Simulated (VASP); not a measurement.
# Li (P4/mbm) in VASP: notebook

Runs on Li. Level: PBE. Tasks: relaxation of cell and atoms, single point.

Program: VASP 6.6.1. These are calculated values, not measurements. Logs are shortened: lines on timing, memory, paths and dates and some standing lists are left out, and cuts for length are marked.

### Step 1. The cell of the first run

The structure is tetragonal, space group P4/mbm (No. 127). Conventional cell: a = 7.216 Å, b = 7.216 Å, c = 4.044 Å, α = 90.00°, β = 90.00°, γ = 90.00°. Within 4.1 Å of Li (site symmetry m2m) lie 17 Li at 2.92 to 4.04 Å. Li (site symmetry 4/m) has 14 Li at 2.93 to 4.04 Å within 4.1 Å. Within 3.0 Å of Li (site symmetry m2m) lie 9 Li at 2.23 to 2.98 Å.

### Step 2. Relaxation of cell and atoms, PBE

Contents of INCAR:

```
PREC = Accurate ; ENCUT = 600
EDIFF = 1E-6 ; ISMEAR = 0
SIGMA = 0.1 ; LREAL = False
LASPH = True ; NELM = 100
ALGO = Normal ; ISIF = 3
LWAVE = False ; LCHARG = False
GGA = PE ; IBRION = 2
NSW = 90 ; EDIFFG = -0.04
```

Contents of KPOINTS:

```
regular mesh
0
Gamma
  4 4 4
```

Contents of POSCAR:

```
Li
1.0
    7.2155649300      0.0000000000      0.0000000000
    0.0000000000      7.2155649300      0.0000000000
    0.0000000000      0.0000000000      4.0440315100
Li
10
Direct
    0.6759473900      0.8240526100      0.5000000000
    0.8240526100      0.3240526100      0.5000000000
    0.3240526100      0.1759473900      0.5000000000
    0.1759473900      0.6759473900      0.5000000000
    0.5000000000      0.5000000000      0.0000000000
    0.0000000000      0.0000000000      0.0000000000
    0.6090464600      0.1090464600      0.0000000000
    0.8909535400      0.6090464600      0.0000000000
    0.1090464600      0.3909535400      0.0000000000
    0.3909535400      0.8909535400      0.0000000000
```

Potentials or basis: VASP PAW PBE potentials, release 64 (Li_sv).

Launch:

```sh
$ cat potpaw_PBE.64/Li_sv/POTCAR > POTCAR
$ mpirun -np 1 vasp_std > vasp.out
```

OUTCAR:

```text
PREC = Accurate
   ENCUT = 600
   EDIFF = 1E-6
   ISMEAR = 0
   LREAL = False
   LASPH = True
   NELM = 100
   ISIF = 3
   GGA = PE
   IBRION = 2
   NSW = 90
   EDIFFG = -0.04

 ion  position               nearest neighbor table
   1  0.676  0.824  0.500-
   2  0.824  0.324  0.500-
   3  0.324  0.176  0.500-
   4  0.176  0.676  0.500-
   5  0.500  0.500  0.000-
   6  0.000  0.000  0.000-
   7  0.609  0.109  0.000-  10 2.23
   8  0.891  0.609  0.000-   9 2.23
   9  0.109  0.391  0.000-   8 2.23
  10  0.391  0.891  0.000-   7 2.23

  LATTYP: Found a simple tetragonal cell.
 ALAT       =     7.2155649300
 C/A-ratio  =     0.5604594442

  Lattice vectors:

 A1 = (   7.2155649300,   0.0000000000,   0.0000000000)
 A2 = (   0.0000000000,   7.2155649300,   0.0000000000)
 A3 = (   0.0000000000,   0.0000000000,   4.0440315100)

Analysis of symmetry for initial positions (statically):
=====================================================================
 Subroutine PRICEL returns:
 Original cell was already a primitive cell.

 Routine SETGRP: Setting up the symmetry group for a
 simple tetragonal supercell.

 Subroutine GETGRP returns: Found 16 space group operations
 (whereof  8 operations were pure point group operations)
 out of a pool of 16 trial point group operations.

The static configuration has the point symmetry C_4h.
 The point group associated with its full space group is D_4h.

Analysis of symmetry for dynamics (positions and initial velocities):
=====================================================================
 Subroutine PRICEL returns:
 Original cell was already a primitive cell.

 Routine SETGRP: Setting up the symmetry group for a
 simple tetragonal supercell.

 Subroutine GETGRP returns: Found 16 space group operations
 (whereof  8 operations were pure point group operations)
 out of a pool of 16 trial point group operations.

The dynamic configuration has the point symmetry C_4h.
 The point group associated with its full space group is D_4h.

 Subroutine INISYM returns: Found 16 space group operations
 (whereof  8 operations are pure point group operations),
 and found     1 'primitive' translations

----------------------------------------------------------------------------------------

                                     Primitive cell

  volume of cell :     210.5500

  direct lattice vectors                    reciprocal lattice vectors
     7.215564930  0.000000000  0.000000000     0.138589287  0.000000000  0.000000000
     0.000000000  7.215564930  0.000000000     0.000000000  0.138589287  0.000000000
     0.000000000  0.000000000  4.044031510     0.000000000  0.000000000  0.247277994

  length of vectors
     7.215564930  7.215564930  4.044031510     0.138589287  0.138589287  0.247277994

  position of ions in fractional coordinates (direct lattice)
     0.675947390  0.824052610  0.500000000
     0.824052610  0.324052610  0.500000000
     0.324052610  0.175947390  0.500000000
     0.175947390  0.675947390  0.500000000
     0.500000000  0.500000000  0.000000000
     0.000000000  0.000000000  0.000000000
     0.609046460  0.109046460  0.000000000
     0.890953540  0.609046460  0.000000000
     0.109046460  0.390953540  0.000000000
     0.390953540  0.890953540  0.000000000

  ion indices of the primitive-cell ions
   primitive index   ion index
                 1           1
                 2           2
                 3           3
                 4           4
                 5           5
                 6           6
                 7           7
                 8           8
                 9           9
                10          10

----------------------------------------------------------------------------------------

 KPOINTS: regular mesh

Automatic generation of k-mesh.
 Grid dimensions read from file:
 generate k-points for:    4    4    4

 Generating k-lattice:

  Cartesian coordinates                     Fractional coordinates (reciprocal lattice)
     0.034647322  0.000000000  0.000000000     0.250000000  0.000000000  0.000000000
     0.000000000  0.034647322  0.000000000     0.000000000  0.250000000  0.000000000
     0.000000000  0.000000000  0.061819499     0.000000000  0.000000000  0.250000000

  Length of vectors
     0.034647322  0.034647322  0.061819499

  Shift w.r.t. Gamma in fractional coordinates (k-lattice)
     0.000000000  0.000000000  0.000000000

 Subroutine IBZKPT returns following result:
 ===========================================

 Found     18 irreducible k-points:

 Following reciprocal coordinates:
            Coordinates               Weight
  0.000000  0.000000  0.000000      1.000000
  0.250000  0.000000  0.000000      4.000000
  0.500000  0.000000  0.000000      2.000000
  0.250000  0.250000  0.000000      4.000000
  0.500000  0.250000  0.000000      4.000000
  0.500000  0.500000  0.000000      1.000000
[... 10 lines left out ...]
  0.500000  0.250000  0.500000      4.000000
  0.500000  0.500000  0.500000      1.000000
   k-points           NKPTS =     18   k-points in BZ     NKDIM =     18   number of bands    NBANDS=     21
   number of dos      NEDOS =    301   number of ions     NIONS =     10
   total plane-waves  NPLWV = 115200
   dimension x,y,z NGX =    60 NGY =   60 NGZ =   32
   dimension x,y,z NGXF=   120 NGYF=  120 NGZF=   64
   ions per type =              10
   NGX,Y,Z   is equivalent  to a cutoff of  13.82, 13.82, 13.15 a.u.
   NGXF,Y,Z  is equivalent  to a cutoff of  27.65, 27.65, 26.31 a.u.
 SYSTEM =  unknown system
   PREC   = accura    normal or accurate (medium, high low for compatibility)
   ISTART =      0    job   : 0-new  1-cont  2-samecut
   ICHARG =      2    charge: 1-file 2-atom 10-const
   ISPIN  =      1    spin polarized calculation?
   LNONCOLLINEAR =      F non collinear calculations
   LSORBIT =      F    spin-orbit coupling
   LASPH  =      T    aspherical Exc in radial PAW
   ENCUT  =  600.0 eV  44.10 Ry    6.64 a.u.  14.41 14.41  8.08*2*pi/ulx,y,z
   NELM   =    100;   NELMIN=  2; NELMDL= -5     # of ELM steps
   EDIFF  = 0.1E-05   stopping-criterion for ELM
   LREAL  =      F    real-space projection
   EDIFFG = -.4E-01   stopping-criterion for IOM
   NSW    =     90    number of steps for IOM
   IBRION =      2    ionic relax: 0-MD 1-quasi-New 2-CG
   NFREE  =      1    steps in history (QN), initial steepest desc. (CG)
   ISIF   =      3    stress and relaxation
   ISYM   =      2    0-nonsym 1-usesym 2-fastsym
   POTIM  = 0.5000    time-step for ionic-motion
   TEBEG  =    0.0;   TEEND  =   0.0 temperature during run
   PSTRESS=    0.0 pullay stress
   NELECT =      30.0000    total number of electrons
   NUPDOWN=      -1.0000    fix difference up-down
   EMIN   =  10.00;   EMAX   =-10.00  energy-range for DOS
   EFERMI =   0.00;   METHOD = LEGACY
   ISMEAR =     0;   SIGMA  =   0.10  broadening in eV -4-tet -1-fermi 0-gaus
   EFERMI_NEDOS =   21; number of points for ismear=-14 and -15
   IALGO  =     38    algorithm
   IMIX   =      4    mixing-type and parameters
     AMIX     =   0.40;   BMIX     =  1.00
     AMIX_MAG =   1.60;   BMIX_MAG =  1.00
  volume/ion in A,a.u.               =      21.05       142.09
  Fermi-wavevector in a.u.,A,eV,Ry     =   0.855061  1.615830  9.947607  0.731128
  Thomas-Fermi vector in A             =   1.971752
   LORBIT       =      0    0 simple, 1 ext, 2 COOP (PROOUT), +10 PAW based schemes
   GGA     = PE    functional components
   LHFCALC =     F    Hartree Fock is set to
   AEXX    =    0.0000 exact exchange contribution
   IVDW    =     0    specifies the selected vdW correction
   LEPSILON=     F    determine dielectric tensor
   LRPA    =     F    only Hartree local field effects (RPA)
 conjugate gradient relaxation of ions
 non-spin polarized calculation
 Gauss-broadening in eV      SIGMA  =   0.10
  energy-cutoff  :      600.00
  volume of cell :      210.55
 maximum number of plane-waves:      7056
 NGX is ok and might be reduce to    60
   NGX = 29   NGY = 29   NGZ = 17

--------------------------------------- Ionic step        1  -------------------------------------------

 number of electron      30.0000006 magnetization

 Free energy of the ion-electron system (eV)
  ---------------------------------------------------
  ext. energy  EPLUGINS =         0.00000000
  ---------------------------------------------------
  free energy    TOTEN  =       -18.10960219 eV

  energy without entropy =      -18.08912848  energy(sigma->0) =      -18.09936533

------------------------ aborting loop because EDIFF is reached ----------------------------------------

  FORCE on cell =-STRESS in cart. coord.  units (eV):
  Direction    XX          YY          ZZ          XY          YZ          ZX
  --------------------------------------------------------------------------------------
  -------------------------------------------------------------------------------------
  Total        1.1505938      1.1505938     -1.9396180      0.0000000     -0.0000000      0.0000000
  in kB        8.7554281      8.7554281    -14.7594978      0.0000000     -0.0000000      0.0000000
  external PRESSURE =       0.9171194 kB  Pullay stress =       0.0000000 kB
[... 113 lines left out ...]
  FREE ENERGIE OF THE ION-ELECTRON SYSTEM (eV)
  ---------------------------------------------------
  free  energy   TOTEN  =       -18.5230418614 eV

  energy  without entropy=      -18.5035274243  energy(sigma->0) =      -18.51328464

[... ionic steps 4 to 7 ...]

--------------------------------------- Ionic step        8  -------------------------------------------

 number of electron      30.0000039 magnetization

------------------------ aborting loop because EDIFF is reached ----------------------------------------

  FORCE on cell =-STRESS in cart. coord.  units (eV):
  Direction    XX          YY          ZZ          XY          YZ          ZX
  --------------------------------------------------------------------------------------
  -------------------------------------------------------------------------------------
  Total        0.4346161      0.4346161      0.2324498      0.0000000      0.0000000      0.0000000
  in kB        3.4411113      3.4411113      1.8404418      0.0000000      0.0000000      0.0000000
  external PRESSURE =       2.9075548 kB  Pullay stress =       0.0000000 kB
[... 73 lines left out ...]
  energy  without entropy=      -18.5451052144  energy(sigma->0) =      -18.55863499

--------------------------------------- Ionic step       10  -------------------------------------------

 number of electron      30.0000011 magnetization

 Free energy of the ion-electron system (eV)
  ---------------------------------------------------
  ext. energy  EPLUGINS =         0.00000000
  ---------------------------------------------------
  free energy    TOTEN  =       -18.57724990 eV

  energy without entropy =      -18.54422155  energy(sigma->0) =      -18.56073573

 E-fermi :   0.5491     XC(G=0):  -6.9765

 val. band max:        0.4991800192   @ k =   0.0000   0.0000   0.5000
 cond. band min:       0.5598623352   @ k =   0.2500   0.0000   0.2500
 fundamental gap:      0.0606823160
 Fermi energy:         0.5491440997

 k-point     1 :       0.0000    0.0000    0.0000
  band No.  band energies     occupation
      1     -46.1732      2.00000
      2     -46.1729      2.00000
      3     -46.0390      2.00000
      4     -46.0343      2.00000
      5     -46.0252      2.00000
      6     -46.0252      2.00000
[... 458 lines left out ...]
  FREE ENERGIE OF THE ION-ELECTRON SYSTEM (eV)
  ---------------------------------------------------
  free  energy   TOTEN  =       -18.5772499015 eV

  energy  without entropy=      -18.5442215527  energy(sigma->0) =      -18.56073573

 reached required accuracy - stopping structural energy minimisation
```

It took 11 min on 1 thread of Intel Xeon Platinum 8488C (Sapphire Rapids), shared host; peak memory 0.36 GiB.

What came out:

* Free energy: -18.5772 eV
* Relaxed volume: 20.74 Å³/atom
* Relaxed cell: a = 7.491 Å, b = 7.491 Å, c = 3.696 Å, α = 90.00°, β = 90.00°, γ = 90.00°
* Space group after relaxing (to 0.1 Å): P4/mbm (No. 127)
* Energy gained by relaxing: 46.8 meV/atom
* Ionic steps: 10
* Pressure after relaxing: 0.0 GPa
* Largest force after relaxing: 0.036 eV/Å
* Band gap on the k mesh: zero (bands 15 and 16 overlap by 2.05 eV)

Forces in eV/Å, atoms in the order of the input:
```
Li  -0.006  0.006  0.000
Li   0.006  0.006  0.000
Li   0.006 -0.006  0.000
Li  -0.006 -0.006  0.000
Li   0.000  0.000  0.000
Li   0.000  0.000  0.000
Li   0.025  0.025  0.000
Li  -0.025  0.025  0.000
Li   0.025 -0.025  0.000
Li  -0.025 -0.025  0.000
```

Step by step:
```
step  energy change (eV)  largest force (eV/Å)  pressure (GPa)  volume (Å³)
   1              0.0000                0.9502            0.09       210.55
   2             -0.1822                0.6714           -0.06       210.90
   3             -0.4134                0.1112           -0.27       211.67
   4             -0.4249                0.1071           -0.29       211.82
   5             -0.4252                0.1161           -0.30       211.85
   6             -0.4364                0.1061           -0.19       209.87
   7             -0.4548                0.0743            0.18       203.94
   8             -0.4556                0.0654            0.29       202.36
   9             -0.4626                0.0436            0.18       204.20
  10             -0.4676                0.0359            0.00       207.37
```

Final structure:
```cif
data_structure
_symmetry_space_group_name_H-M 'P 1'
_symmetry_Int_Tables_number 1
_cell_length_a 7.4906
_cell_length_b 7.4906
_cell_length_c 3.6959
_cell_angle_alpha 90.000
_cell_angle_beta 90.000
_cell_angle_gamma 90.000
_cell_volume 207.37
loop_
_atom_site_label
_atom_site_type_symbol
_atom_site_fract_x
_atom_site_fract_y
_atom_site_fract_z
_atom_site_occupancy
Li1 Li 0.67167 0.82833 0.50000 1
Li2 Li 0.82833 0.32833 0.50000 1
Li3 Li 0.32833 0.17167 0.50000 1
Li4 Li 0.17167 0.67167 0.50000 1
Li5 Li 0.50000 0.50000 0.00000 1
Li6 Li 0.00000 0.00000 0.00000 1
Li7 Li 0.62884 0.12884 0.00000 1
Li8 Li 0.87116 0.62884 0.00000 1
Li9 Li 0.12884 0.37116 0.00000 1
Li10 Li 0.37116 0.87116 0.00000 1
```

Levels at points of the mesh, in eV from the Fermi level:
```tsv
k point	band 11	band 12	band 13	band 14	band 15	band 16	band 17	band 18	band 19	band 20
(0.00, 0.00, 0.00)	-3.51	-1.65	-1.47	-1.47	-1.39	0.22	0.22	0.65	0.96	4.05
(0.50, 0.00, 0.00)	-3.01	-3.01	-1.04	-1.04	-0.97	-0.97	0.86	0.86	2.94	2.94
(0.50, 0.50, 0.00)	-2.55	-2.55	-2.46	-2.46	0.86	0.86	0.96	0.96	2.07	2.07
(0.00, 0.00, 0.50)	-1.47	-1.37	-0.13	-0.05	-0.05	0.21	0.51	0.88	0.88	1.54
(0.50, 0.00, 0.50)	-0.97	-0.97	-0.94	-0.94	0.19	0.19	0.48	0.48	2.09	2.13
(0.50, 0.50, 0.50)	-0.66	-0.66	-0.55	-0.55	-0.41	-0.41	-0.39	-0.39	3.03	3.03
```

Caveat: the k points lie up to 0.43 Å⁻¹ apart in the final cell, too coarse for converged energies and pressures of a metal; the cutoff is under 1.25 times the usual one of these potentials, so pressure, stress and relaxed cells hold a basis-set (Pulay) error.

(Continued in part 2 of 2.)

The gap in the log of VASP goes by the Fermi energy; the results here count the filled bands.